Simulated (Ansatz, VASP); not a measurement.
## One calculation of BN, two programs

The input INCAR:

```
PREC = Accurate ; ENCUT = 520
EDIFF = 1E-6 ; ISMEAR = 0
SIGMA = 0.05 ; LREAL = False
LASPH = True ; NELM = 80
ALGO = Normal ; ISIF = 2
LWAVE = False ; LCHARG = False
GGA = PE ; NBANDS = 16
```

KPOINTS

```
regular mesh
0
Gamma
  6 6 6
```

The input POSCAR:

```
BN
1.0
    0.0000000000     -1.8123937734     -1.8123937734
   -1.8123937734      0.0000000000     -1.8123937734
    1.8123937734      1.8123937734     -3.6247875468
B N
2 2
Direct
   -0.0267306938      0.0282042520      0.0000000000
    0.5267306938      0.4717957480      0.5000000000
    0.3476447350      0.4038632534      0.8750000000
    0.9023552650      0.8461367466      0.3750000000
```

Input for Ansatz:

```yaml
crystal:
  lattice:
    - [0.0, -1.8123937734, -1.8123937734]
    - [-1.8123937734, 0.0, -1.8123937734]
    - [1.8123937734, 1.8123937734, -3.6247875468]
  atoms:
    - { symbol: B, position: [-0.0267306938, 0.028204252, 0.0] }
    - { symbol: B, position: [0.5267306938, 0.471795748, 0.5] }
    - { symbol: "N", position: [0.347644735, 0.4038632534, 0.875] }
    - { symbol: "N", position: [0.902355265, 0.8461367466, 0.375] }
basis:
  ecutwfc: 520.0
kpoints:
  mp_grid: { grid: [6, 6, 6] }
hamiltonian:
  xc: pbe
scf:
  occupations: { method: gaussian, width: 0.05 }
output:
  forces: true
  stress: true
  eigenvalues: true
```

Change from the starting cell: mode 4 frozen in at -0.051 Å and mode 5 at +0.051 Å (largest displacements).

Alike in both runs: task single point; functional PBE; k mesh 6 × 6 × 6; occupations gaussian, width 0.05 eV; no spin polarisation.

|  | VASP | Ansatz |
| --- | --- | --- |
| version | VASP 6.6.1 | Ansatz 0.2.0 |
| potentials or method | VASP PAW PBE potentials, release 64 (B, N), cutoff 520 eV | scalar-relativistic, plane waves, PAW |
| valence electrons in the cell | 16 | 16 |

Ansatz gave:

| Property | Result |
| --- | --- |
| gap on the k mesh at the Fermi level (eV) | 4.37 |
| least direct gap on the mesh (eV) | 6.31 |
| pressure (GPa) | -0.2 |
| traceless stress, the component that is largest in VASP (GPa) | 1.18 |
| rms of the force components (eV/Å) | 0.442 |

Q: What did VASP give for the same quantities?

A: gap on the k mesh at the Fermi level (eV): 4.36; least direct gap on the mesh (eV): 6.30; pressure (GPa): 0.1; traceless stress, the component that is largest in VASP (GPa): 1.18; rms of the force components (eV/Å): 0.442.

Atom by atom the forces differ by 0.000 eV/Å (rms over components).

The k mesh is coarse, so the values compare programs but aren't converged.
